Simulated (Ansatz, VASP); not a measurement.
## SrTiO3: VASP beside Ansatz

File POSCAR:

```
SrTiO3
1.0
    3.9364041143      0.0000000000      0.0000000000
    0.0000000000      3.9364041143      0.0000000000
    0.0000000000      0.0000000000      3.9364041143
Sr Ti O
1 1 3
Direct
    0.5000000000      0.5000000000      0.5000000000
    0.0000000000      0.0000000000      0.0000000000
    0.5000000000      0.0000000000      0.0000000000
    0.0000000000      0.5000000000      0.0000000000
    0.0000000000      0.0000000000      0.5000000000
```

File INCAR.step1:

```
SYSTEM = SrTiO3
  PREC = Accurate
  ENCUT = 520
  ISMEAR = 0
  SIGMA = 0.02
  LREAL = .FALSE.
  LASPH = .TRUE.
  NELM = 60
  NBANDS = 28
  GGA = PE
  ALGO = Normal
  EDIFF = 1E-4
  LWAVE = .TRUE.
  LCHARG = .FALSE.
```

The input INCAR.step2:

```
SYSTEM = SrTiO3
  PREC = Accurate
  ENCUT = 520
  EDIFF = 1E-6
  ISMEAR = 0
  SIGMA = 0.02
  LREAL = .FALSE.
  LASPH = .TRUE.
  NELM = 60
  ALGO = Normal
  ISIF = 2
  LWAVE = .FALSE.
  LCHARG = .FALSE.
  METAGGA = R2SCAN
  LMIXTAU = .TRUE.
  NBANDS = 28
  ISTART = 1
```

The input KPOINTS:

```
Automatic mesh
0
G
  8 8 8
  0 0 0
```

Input for Ansatz:

```yaml
crystal:
  lattice:
    - [3.9364041143, 0.0, 0.0]
    - [0.0, 3.9364041143, 0.0]
    - [0.0, 0.0, 3.9364041143]
  atoms:
    - { symbol: Sr, position: [0.5, 0.5, 0.5] }
    - { symbol: Ti, position: [0.0, 0.0, 0.0] }
    - { symbol: O, position: [0.5, 0.0, 0.0] }
    - { symbol: O, position: [0.0, 0.5, 0.0] }
    - { symbol: O, position: [0.0, 0.0, 0.5] }
basis:
  ecutwfc: 500
kpoints:
  mp_grid: { grid: [8, 8, 8] }
  band_path:
    path:
      - [[0.0, 0.0, 0.0], [0.0, 0.5, 0.0], [0.5, 0.5, 0.0], [0.0, 0.0, 0.0], [0.5, 0.5, 0.5], [0.0, 0.5, 0.0]]
      - [[0.5, 0.5, 0.5], [0.5, 0.5, 0.0]]
    npoints: 14
hamiltonian:
  xc: r2scan
scf:
  occupations: { method: gaussian, width: 0.02 }
  n_extra_bands: 12
output:
  forces: true
  stress: true
  eigenvalues: true
  populations: true
  dos: { projected: true, de: 0.02, nscf_kmesh: { grid: [12, 12, 12] } }
  bader: true
  write_density: true
  write_potential: true
  elf: true
  volumetric_format: npy
```

Alike in both runs: task single point; functional r2SCAN; k mesh 8 × 8 × 8; occupations gaussian, width 0.02 eV; no spin polarisation.

|  | VASP | Ansatz |
| --- | --- | --- |
| version | VASP 6.6.1 | Ansatz 0.2.0 |
| potentials or method | VASP PAW PBE potentials, release 64 (Sr_sv, Ti_sv, O), cutoff 520 eV | scalar-relativistic, plane waves, PAW |
| valence electrons in the cell | 40 | 40 |

```tsv
	VASP	Ansatz	Ansatz less VASP
gap on the k mesh at the Fermi level (eV)	2.22	2.21	-0.013
least direct gap on the mesh (eV)	2.62	2.59	-0.029
pressure (GPa)	-3.2	-4.1	-0.85
```

VASP's potentials were made for PBE, not for r2SCAN.
